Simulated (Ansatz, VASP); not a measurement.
## One calculation of KRh, two programs

```xyz
2
Lattice="2.8920 0.0000 0.0000 -1.4460 2.5046 0.0000 0.0000 0.0000 5.7683" Properties=species:S:1:pos:R:3 pbc="T T T"
K     0.0000    0.0000    0.0000
Rh    0.0000    0.0000    2.8842
```

Alike in both runs: functional PBE; k mesh 24 × 24 × 10; occupations gaussian, width 0.1 eV; no spin polarisation.

Ansatz relaxed the structure, and its values are those at the end. VASP's run is a single point on that final structure, the one shown.

```csv
,VASP,Ansatz
version,VASP 6.6.1,Ansatz 0.2.0
potentials or method,"VASP PAW PBE potentials, release 64 (K_sv, Rh_pv), cutoff 520 eV","scalar-relativistic, plane waves, PAW"
valence electrons in the cell,24,26
```

VASP gave:

* gap on the k mesh at the Fermi level (eV): none
* pressure (GPa): 0.3

Question: Estimate Ansatz's values.

Answer: gap on the k mesh at the Fermi level (eV): none; pressure (GPa): 0.0.

A gap of «none» marks a metal or a gap that the smearing closes. VASP's potentials hold 24 valence electrons a cell and Ansatz's 26, so a difference there can come from the potentials and not from the codes.
